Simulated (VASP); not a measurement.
NaI: relaxation of the atoms with PBEsol

Crystal: NaI.

```
Na I
1.0
     0.01600    3.20825    3.20825
     3.20825    0.01600    3.20825
     3.20825    3.20825    0.01600
Na I
1 1
Direct
  0.00000 0.00000 0.00000
  0.50000 0.50000 0.50000
```

This cell differs from its parent crystal: equal xy, yz and zx engineering shears of +0.5 %.

```json
{"Program": "VASP 6.6.1", "Task": "relaxation of the atoms", "Functional": "PBEsol", "Potentials or basis": "VASP PAW PBE potentials, release 64 (Na_pv, I)", "Cutoff": "520 eV", "k mesh": "8 × 8 × 8", "Occupations": "gaussian, width 0.01 eV", "Spin": "no spin polarisation", "Dipole correction": "no", "Further INCAR settings": "ALGO = Normal; EDIFF = 1e-06; IBRION = 2; EDIFFG = -0.002; NSW = 50"}
```

```yaml
Pressure_after_relaxing: 0.1 GPa
Band_gap_on_the_k_mesh: 3.58 eV
```

Final structure:
```xyz
2
Lattice="0.0160 3.2083 3.2083 3.2083 0.0160 3.2083 3.2083 3.2083 0.0160" Properties=species:S:1:pos:R:3 pbc="T T T"
Na    0.0000    0.0000    0.0000
I     3.2163    3.2163    3.2163
```

Levels at points of the mesh, in eV from the valence-band top:
```
           k point  band 3  band 4  band 5  band 6  band 7  band 8  band 9  band 10  band 11
(0.00, 0.00, 0.00)  -22.22  -11.16   -0.03    0.00    0.00    3.58    7.77     7.86     7.86
(0.50, 0.00, 0.00)  -22.22  -10.81   -2.35   -0.33   -0.32    4.93    7.35     7.40     8.94
(0.50, 0.50, 0.00)  -22.22  -10.72   -2.06   -0.83   -0.80    4.45    5.35     9.92    11.38
(0.50, 0.50, 0.50)  -22.22  -10.81   -2.36   -0.30   -0.30    4.96    7.42     7.42     8.91
```

It took 30 s on 1 thread of Intel(R) Xeon(R) Platinum 8375C CPU @ 2.90GHz (Ice Lake) (shared host), peak memory 0.22 GiB.

Caveat: the cell differs from its parent crystal (equal xy, yz and zx engineering shears of +0.5 %); the PAW data sets were made with another functional, which shifts forces and pressure a little; spin-orbit coupling is left out, which moves the levels of the heavy elements.
